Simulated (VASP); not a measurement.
**V: single point with PBE**

Crystal: V.

```xyz
1
Lattice="-1.4939 1.4329 1.4106 1.5072 -1.5502 1.5411 1.4468 1.5031 -1.5279" Properties=species:S:1:pos:R:3 pbc="T T T"
V     0.0000    0.0000    0.0000
```

| Property | Result |
| --- | --- |
| Program | VASP 6.6.1 |
| Task | single point |
| Functional | PBE |
| Potentials or basis | VASP PAW PBE potentials, release 64 (V_sv) |
| Cutoff | 500 eV |
| k mesh | 4 × 4 × 4 |
| Occupations | gaussian, width 0.1 eV |
| Spin | collinear spin, ferromagnetic start |
| Starting moments | [0.51] μB |
| Dipole correction | no |
| Further INCAR settings | ALGO = Normal; EDIFF = 1e-06; NBANDS = 16 |

```yaml
Pressure: 10.8 GPa
Net_moment: 0.00 μB per cell
Valence_electrons_inside_the_program's_atomic_spheres: V 11.75
```

Stress tensor (GPa, compression positive):
```
11.55  0.93  0.15
 0.93 10.81  7.13
 0.15  7.13 10.00
```

Levels at points of the mesh, in eV from the Fermi level:
Spin up:
```
           k point  band 3  band 4  band 5  band 6  band 7  band 8  band 9  band 10
(0.00, 0.00, 0.00)  -36.86  -36.77   -6.63   -0.09    0.29    0.94    2.59     2.74
(0.50, 0.00, 0.00)  -37.31  -36.94   -3.36   -1.11    2.40    2.63    2.69     4.70
(0.00, 0.50, 0.00)  -37.18  -36.85   -3.29   -1.19    1.82    2.59    2.95     4.32
(0.50, 0.50, 0.00)  -37.17  -36.83   -3.30   -1.32    1.64    2.73    3.10     4.28
(0.00, 0.00, 0.50)  -37.26  -36.86   -3.33   -1.19    2.22    2.54    2.85     4.48
(0.50, 0.00, 0.50)  -37.24  -36.83   -3.32   -1.21    1.94    2.60    2.94     4.41
(0.00, 0.50, 0.50)  -37.09  -36.81   -3.32   -1.41    1.23    2.91    3.28     4.17
(0.50, 0.50, 0.50)  -37.61  -37.46   -3.25   -3.17    3.50    3.99    4.44    10.52
```
Spin down:
| k point | band 3 | band 4 | band 5 | band 6 | band 7 | band 8 | band 9 | band 10 |
| --- | --- | --- | --- | --- | --- | --- | --- | --- |
| (0.00, 0.00, 0.00) | -36.86 | -36.77 | -6.63 | -0.09 | 0.29 | 0.94 | 2.59 | 2.74 |
| (0.50, 0.00, 0.00) | -37.31 | -36.94 | -3.36 | -1.11 | 2.40 | 2.63 | 2.69 | 4.70 |
| (0.00, 0.50, 0.00) | -37.18 | -36.85 | -3.29 | -1.19 | 1.82 | 2.59 | 2.95 | 4.32 |
| (0.50, 0.50, 0.00) | -37.17 | -36.83 | -3.30 | -1.32 | 1.64 | 2.73 | 3.10 | 4.28 |
| (0.00, 0.00, 0.50) | -37.26 | -36.86 | -3.33 | -1.19 | 2.22 | 2.54 | 2.85 | 4.48 |
| (0.50, 0.00, 0.50) | -37.24 | -36.83 | -3.32 | -1.21 | 1.94 | 2.60 | 2.94 | 4.41 |
| (0.00, 0.50, 0.50) | -37.09 | -36.81 | -3.32 | -1.41 | 1.23 | 2.91 | 3.28 | 4.17 |
| (0.50, 0.50, 0.50) | -37.61 | -37.46 | -3.25 | -3.17 | 3.50 | 3.99 | 4.44 | 10.52 |

It took 22 s on 1 thread of AMD EPYC 7R43 64-Core Processor (Zen 3), on a shared host, peak memory 0.1 GiB.

Caveat: the k points lie up to 0.75 Å⁻¹ apart.
